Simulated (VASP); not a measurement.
Zn2Co:

```xyz
3
Lattice="0.0000 2.6536 2.6536 2.6536 0.0000 2.6536 2.6536 2.6536 0.0000" Properties=species:S:1:pos:R:3 pbc="T T T"
Zn    1.3268    1.3268    1.3268
Zn    3.9805    3.9805    3.9805
Co    0.0000    0.0000    0.0000
```

```yaml
Program: VASP 6.6.1
Task: relaxation of cell and atoms
Functional: r2SCAN
Potentials_or_basis: VASP PAW PBE potentials, release 64 (Zn, Co)
Cutoff: 600 eV
k_mesh: 6 × 6 × 6
Occupations: gaussian, width 0.1 eV
Spin: no spin polarisation
```

At the start: pressure 23.8 GPa; volume 12.46 Å³/atom.

Problem. Where does the relaxation end?

Solution. Over 3 steps the energy falls by 127.8 meV/atom and the volume is 14.45 Å³/atom (+16.0 %); space group Fm-3m (No. 225, to 0.1 Å) before and after.

The path:
```
step  energy change (eV)  largest force (eV/Å)  pressure (GPa)  volume (Å³)
   1              0.0000                0.0000           23.80        37.37
   2             -0.2235                0.0000           -9.19        48.30
   3             -0.3834                0.0000            0.12        43.36
```

Final structure:
```yaml
crystal:
  lattice:
    - [0.00000, 2.78840, 2.78840]
    - [2.78840, 0.00000, 2.78840]
    - [2.78840, 2.78840, 0.00000]
  atoms:
    - { symbol: Zn, position: [0.25000, 0.25000, 0.25000] }
    - { symbol: Zn, position: [0.75000, 0.75000, 0.75000] }
    - { symbol: Co, position: [0.00000, 0.00000, 0.00000] }
```

Caveat: the volume moved by over 15 % at a fixed basis, so the end points are rough; the PAW data sets were made with another functional, which shifts forces and pressure a little; the run has no spin polarisation, though such a crystal can be magnetic.
